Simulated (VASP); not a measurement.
W, 1 atom in the cell. It takes space group I4/mmm (No. 139, tetragonal). Conventional cell: a = 3.067 Å, b = 3.067 Å, c = 2.939 Å, α = 90.00°, β = 90.00°, γ = 90.00°. Within 3.5 Å of W (site symmetry 4/mmm) lie 14 W at 2.62 to 3.07 Å.  This cell differs from its parent crystal: strain -0.040 along x and y, -0.080 along z.

```yaml
Program: VASP 6.6.1
Task: single point
Functional: PBEsol
Potentials_or_basis: VASP PAW PBE potentials, release 64 (W_sv)
Cutoff: 520 eV
k_mesh: 20 × 20 × 20
Occupations: gaussian, width 0.15 eV
Spin: no spin polarisation
Dipole_correction: no
Further_INCAR_settings: ALGO = Fast; EDIFF = 1e-07; NBANDS = 13
```

Potentials or basis: VASP PAW PBE potentials, release 64 (W_sv).

The run is started by

```sh
$ cat potpaw_PBE.64/W_sv/POTCAR > POTCAR
$ mpirun -np 1 vasp_std > vasp.out
```

Hardware: 1 thread of Intel Xeon 8259CL, with other jobs on the host.

Question: Estimate the wall time of this run.

Answer: Run time: 3.1 min on 1 thread of Intel Xeon 8259CL (shared host), peak memory 0.22 GiB. Counts: scf iterations 15, k points 641.
